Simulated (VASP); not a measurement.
A run of VASP 6.6.1:

The input INCAR:

```
ALGO = Fast ; EDIFF = 1E-7
ENCUT = 520 ; GGA = PS
ISIF = 2 ; ISMEAR = 0
LASPH = T ; LCHARG = T
LELF = T ; LREAL = F
LVHAR = T ; LWAVE = F
NBANDS = 18 ; NELM = 80
PREC = Accurate ; SIGMA = 0.15
```

KPOINTS

```
k-points
0
Gamma
  18 18 10
```

File POSCAR:

```
Au
1.0
    2.8999984104      0.0000000000      0.0000000000
   -1.4499992052      2.5114722944      0.0000000000
    0.0000000000      0.0000000000      4.8800000000
Au
2
Direct
    0.2677497185      0.8458444346      0.7500000000
    0.6666666667      0.3333333333      0.2500000000
```

Potentials or basis: VASP PAW PBE potentials, release 64 (Au).

Launch:

```sh
$ cat potpaw_PBE.64/Au/POTCAR > POTCAR
$ mpirun -np 1 vasp_std > vasp.out
```

Hardware: 1 thread of Intel(R) Xeon(R) Platinum 8259CL CPU @ 2.50GHz (Skylake/Cascade Lake), on a shared host.

Task: Estimate the wall time of this run.

Result: Run time: 7.4 min on 1 thread of Intel(R) Xeon(R) Platinum 8259CL CPU @ 2.50GHz (Skylake/Cascade Lake), with other jobs on the host, peak memory 0.58 GiB. Counts: scf iterations 13, k points 984.
